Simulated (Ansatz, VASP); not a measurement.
# ZnS in VASP and in Ansatz

The input INCAR:

```
SYSTEM = ZnS
PREC = Accurate ; ENCUT = 520
EDIFF = 1E-8 ; ISMEAR = -1
SIGMA = 0.01 ; LREAL = .False.
LASPH = .True. ; NELM = 60
ALGO = Normal ; ISIF = 2
LWAVE = .False. ; LCHARG = .False.
GGA = PS ; LEFG = .True.
NBANDS = 16
```

Contents of KPOINTS:

```
Automatic mesh
0
Gamma
  9 9 9
  0 0 0
```

The input POSCAR:

```
ZnS
1.0
    0.0000000000      2.7136356142      2.7136356142
    2.7136356142      0.0000000000      2.7136356142
    2.7136356142      2.7136356142      0.0000000000
Zn S
1 1
Direct
    0.0000000000      0.0000000000      0.0000000000
    0.7500000000      0.7500000000      0.7500000000
```

Input for Ansatz:

```yaml
crystal:
  lattice:
    - [0.0, 2.7136356142, 2.7136356142]
    - [2.7136356142, 0.0, 2.7136356142]
    - [2.7136356142, 2.7136356142, 0.0]
  atoms:
    - { symbol: Zn, position: [0.0, 0.0, 0.0] }
    - { symbol: S, position: [0.75, 0.75, 0.75] }
kpoints:
  mp_grid: { grid: [9, 9, 9] }
scf:
  occupations: { method: fermi_dirac, width: 0.01 }
hamiltonian:
  xc: pbesol
  pseudopotentials: { kind: all_electron, datasets: crystal }
output:
  forces: true
  stress: true
  eigenvalues: true
  efg: { contact_densities: true }
```

Change from the starting cell: volume scaled by 1.01, crystal datasets.

Alike in both runs: task electric field gradients; functional PBEsol; k mesh 9 × 9 × 9; occupations fermi-dirac, width 0.01 eV; no spin polarisation.

|  | VASP | Ansatz |
| --- | --- | --- |
| version | VASP 6.6.1 | Ansatz 0.2.0 |
| potentials or method | VASP PAW PBE potentials, release 64 (Zn, S), cutoff 520 eV | all-electron PAW with datasets made for the crystal, scalar-relativistic |

```tsv
	VASP	Ansatz	Ansatz less VASP
gap on the k mesh at the Fermi level (eV)	1.92	1.92	-0.001
pressure (GPa)	-2.7	-2.8	-0.16
```

VASP's potentials were made for PBE, not for PBEsol. Ansatz ran all-electron here, and VASP with PAW potentials.
